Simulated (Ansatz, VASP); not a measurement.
**MgO in VASP and in Ansatz**

The input INCAR:

```
PREC     = Accurate       # precision mode
ENCUT    = 840            # plane-wave cutoff, eV
EDIFF    = 1E-6           # SCF threshold, eV
ISMEAR   = 0              # smearing method
SIGMA    = 0.01           # smearing width, eV
LREAL    = F              # projectors in reciprocal space
LASPH    = T              # aspherical terms in the spheres
NELM     = 120            # most SCF steps
ALGO     = Normal         # electronic algorithm
ISIF     = 2              # what is computed and relaxed
LWAVE    = F              # write WAVECAR
LCHARG   = F              # write CHGCAR
GGA      = PE             # functional
NBANDS   = 15             # bands
GGA_COMPAT= F
```

KPOINTS

```
Automatic mesh
0
Gamma
  10 10 10
```

Contents of POSCAR:

```
MgO
1.0
    0.0000000000      2.1021680266      2.1021680266
    2.1021680266      0.0000000000      2.1021680266
    2.1021680266      2.1021680266      0.0000000000
Mg O
1 1
Direct
    0.0000000000      0.0000000000      0.0000000000
    0.5000000000      0.5000000000      0.5000000000
```

Input for Ansatz:

```yaml
crystal:
  lattice:
    - [0.0, 2.1021680266, 2.1021680266]
    - [2.1021680266, 0.0, 2.1021680266]
    - [2.1021680266, 2.1021680266, 0.0]
  atoms:
    - { symbol: Mg, position: [0.0, 0.0, 0.0] }
    - { symbol: O, position: [0.5, 0.5, 0.5] }
kpoints:
  mp_grid: { grid: [10, 10, 10] }
  band_path:
    path:
      - [0.0, 0.0, 0.0]
      - [0.5, 0.0, 0.5]
      - [0.625, 0.25, 0.625]
      - [0.375, 0.375, 0.75]
      - [0.5, 0.5, 0.5]
      - [0.5, 0.25, 0.75]
    npoints: 1
hamiltonian:
  xc: pbe
scf:
  occupations: { method: fixed }
  n_extra_bands: 4
output:
  forces: true
  stress: true
  eigenvalues: true
```

Alike in both runs: task single point; functional PBE; k mesh 10 × 10 × 10; no spin polarisation.

```csv
,VASP,Ansatz
version,VASP 6.6.1,Ansatz 0.2.0
potentials or method,"VASP PAW PBE potentials, release 64 (Mg_sv, O)","plane waves, PAW"
plane-wave cutoff (eV),840,420
occupations,"gaussian, width 0.01 eV",fixed
valence electrons in the cell,16,16
```

```csv
,VASP,Ansatz,Ansatz less VASP
gap on the k mesh at the Fermi level (eV),4.79,4.80,+0.003
pressure (GPa),5.7,5.6,-0.11
```
